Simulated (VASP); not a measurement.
Set up this calculation in VASP 6.6.1, as the native input.

```yaml
Task: single point
Functional: r2SCAN
Potentials_or_basis: VASP PAW PBE potentials, release 64 (Si, C)
Cutoff: 520 eV
k_mesh: 9 × 9 × 2
Occupations: gaussian, width 0.01 eV
Spin: no spin polarisation
Dipole_correction: no
Further_INCAR_settings: ALGO = Normal; EDIFF = 1e-06; NBANDS = 26
```

The system is SiC.

```
CELL_PARAMETERS angstrom
3.07756 0.00000 0.00000
-1.53878 2.66524 0.00000
0.00000 0.00000 10.07672
ATOMIC_POSITIONS crystal
Si 0.00000 0.00000 0.99986
Si 0.33333 0.66667 0.24991
Si 0.00000 0.00000 0.49986
Si 0.66667 0.33333 0.74991
C 0.00000 0.00000 0.18728
C 0.33333 0.66667 0.43795
C 0.00000 0.00000 0.68728
C 0.66667 0.33333 0.93795
```

These files were run (other wordings do the same):

POSCAR

```
SiC
1.0
    3.0775550346      0.0000000001      0.0000000000
   -1.5387775174      2.6652408415      0.0000000000
    0.0000000000      0.0000000000     10.0767227875
Si C
4 4
Direct
    0.0000000000      0.0000000000     -0.0001405664
    0.3333333333      0.6666666667      0.2499083814
    0.0000000000      0.0000000000      0.4998594336
    0.6666666667      0.3333333333      0.7499083814
    0.0000000000      0.0000000000      0.1872833956
    0.3333333333      0.6666666667      0.4379487895
    0.0000000000      0.0000000000      0.6872833956
    0.6666666667      0.3333333333      0.9379487895
```

INCAR.step1

```
SYSTEM = SiC
ALGO = Normal ; EDIFF = 1E-4
ENCUT = 520 ; GGA = PE
ISMEAR = 0 ; LASPH = .True.
LCHARG = .False. ; LREAL = .False.
LWAVE = .True. ; NBANDS = 26
NELM = 80 ; PREC = Accurate
SIGMA = 0.01
```

INCAR.step2

```
SYSTEM = SiC
ALGO = Normal ; EDIFF = 1E-6
ENCUT = 520 ; ISIF = 2
ISMEAR = 0 ; ISTART = 1
LASPH = .True. ; LCHARG = .True.
LELF = .True. ; LMIXTAU = .True.
LREAL = .False. ; LVHAR = .True.
LWAVE = .False. ; METAGGA = R2SCAN
NBANDS = 26 ; NELM = 80
PREC = Accurate ; SIGMA = 0.01
```

KPOINTS

```
k-points
0
Gamma
  9 9 2
  0 0 0
```

Potentials or basis: VASP PAW PBE potentials, release 64 (Si, C).

Command:

```console
$ cat potpaw_PBE.64/Si/POTCAR potpaw_PBE.64/C/POTCAR > POTCAR
$ cp INCAR.step1 INCAR
$ mpirun -np 1 vasp_std > vasp.out
$ cp INCAR.step2 INCAR
$ mpirun -np 1 vasp_std > vasp.out
```

Results of the run:

```json
{
  "Pressure": "-0.2 GPa",
  "Band gap on the k mesh": "2.73 eV (least direct gap 3.87 eV)"
}
```

Caveat: the PAW data sets were made with another functional, which shifts forces and pressure a little.

Run time: 4.4 min on 1 thread of Intel Xeon 8259CL, on a shared host, peak memory 0.22 GiB.
